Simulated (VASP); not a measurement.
A run of VASP 6.6.1 is set up as follows.

INCAR

```
ALGO = Normal
EDIFF = 1E-6
ENCUT = 520
GGA = PE
ISIF = 2
ISMEAR = 0
LASPH = True
LCHARG = False
LREAL = False
LWAVE = False
NBANDS = 26
NELM = 100
PREC = Accurate
SIGMA = 0.05
```

The input KPOINTS:

```
k-points
0
Gamma
  4 3 4
```

Contents of POSCAR:

```
Mg12B
1.0
    6.4200000000      0.0000000000      0.0000000000
   -4.8150000000      8.3398250000      0.0000000000
    0.0000000000      0.0000000000      5.2130400000
Mg B
12 1
Direct
    0.0414902166      0.0144556990     -0.0005609011
    0.1538885417      0.2204630193      0.4994433191
   -0.0919940875      0.2783040412     -0.0005536117
    0.2060980884      0.5492568489      0.4994329604
    0.0480251437      0.6393953111     -0.0005668478
    0.1498771651      0.8743471236      0.4994358378
    0.4753173936     -0.0210596745     -0.0005635867
    0.6215660344      0.2084367478      0.4994446618
    0.4742456476      0.3499433142     -0.0005593665
    0.6937890475      0.5530020114      0.4994346869
    0.6210725368      0.7127648362     -0.0005691497
    0.6809205754      0.9089171535      0.4994337277
    0.2640901683      0.4957829451      0.9994469638
```

Potentials or basis: VASP PAW PBE potentials, release 64 (Mg, B).

Run with:

```bash
$ cat potpaw_PBE.64/Mg/POTCAR potpaw_PBE.64/B/POTCAR > POTCAR
$ mpirun -np 1 vasp_std > vasp.out
```

Problem. Estimate the pressure.

Solution. 0.9 GPa.

Problem. What does it give for the largest force?

Solution. 0.062 eV/Å.

Forces in eV/Å, atoms in the order of the input:
```
Mg   0.009  0.012  0.000
Mg  -0.023 -0.012  0.000
Mg  -0.041  0.014  0.000
Mg   0.030  0.015  0.000
Mg   0.006  0.004  0.000
Mg  -0.005 -0.008  0.000
Mg   0.028 -0.013  0.000
Mg  -0.019 -0.029  0.000
Mg  -0.036  0.011  0.000
Mg   0.041 -0.024  0.000
Mg   0.041  0.000  0.000
Mg   0.009 -0.020  0.000
B   -0.040  0.048  0.000
```
